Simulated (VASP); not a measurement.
# BeTe: relaxation of cell and atoms with PBEsol

BeTe:

```xyz
2
Lattice="0.0000 2.8041 2.8041 2.8041 0.0000 2.8041 2.8041 2.8041 0.0000" Properties=species:S:1:pos:R:3 pbc="T T T"
Be    0.0000    0.0000    0.0000
Te    1.4020    1.4020    1.4020
```

```json
{
  "Program": "VASP 6.6.1",
  "Task": "relaxation of cell and atoms",
  "Functional": "PBEsol",
  "Potentials or basis": "VASP PAW PBE potentials, release 64 (Be, Te)",
  "Cutoff": "600 eV",
  "k mesh": "6 × 6 × 6",
  "Occupations": "fermi-dirac, width 0.01 eV",
  "Spin": "no spin polarisation",
  "Dipole correction": "no",
  "Further INCAR settings": "ALGO = Normal; EDIFF = 1e-07; IBRION = 2; EDIFFG = -0.02; NSW = 80; ISIF = 3"
}
```

```json
{
 "Relaxed volume": "22.13 Å³/atom",
 "Relaxed cell": "a = 3.970 Å, b = 3.970 Å, c = 3.970 Å, α = 60.00°, β = 60.00°, γ = 60.00°",
 "Space group after relaxing (to 0.05 Å)": "F-43m (No. 216)",
 "Energy gained by relaxing": "0.0 meV/atom",
 "Ionic steps": "2",
 "Pressure after relaxing": "0.0 GPa",
 "Band gap on the k mesh": "1.83 eV, indirect (least direct gap 3.59 eV)"
}
```

Final structure:
```
Be Te
1.0
     0.00000    2.80746    2.80746
     2.80746    0.00000    2.80746
     2.80746    2.80746    0.00000
Be Te
1 1
Direct
  0.00000 0.00000 0.00000
  0.25000 0.25000 0.25000
```

Levels at points of the mesh, in eV from the valence-band top:
```csv
k point,band 1,band 2,band 3,band 4,band 5,band 6,band 7,band 8
"(0.00, 0.00, 0.00)",-12.39,0.00,0.00,0.00,3.59,3.59,3.59,3.80
"(0.50, 0.00, 0.00)",-11.02,-5.63,-1.15,-1.15,3.06,4.55,4.55,7.66
"(0.50, 0.50, 0.00)",-10.52,-5.18,-2.69,-2.69,1.83,2.60,9.76,9.76
```

Run time: 12 s on 1 thread of Intel Xeon 6975P-C, with other jobs on the host, peak memory 0.17 GiB.

Caveat: the PAW data sets were made with another functional, which shifts forces and pressure a little; spin-orbit coupling is left out, which moves the levels of the heavy elements. As with any semilocal functional, this PBEsol gap is likely too small.
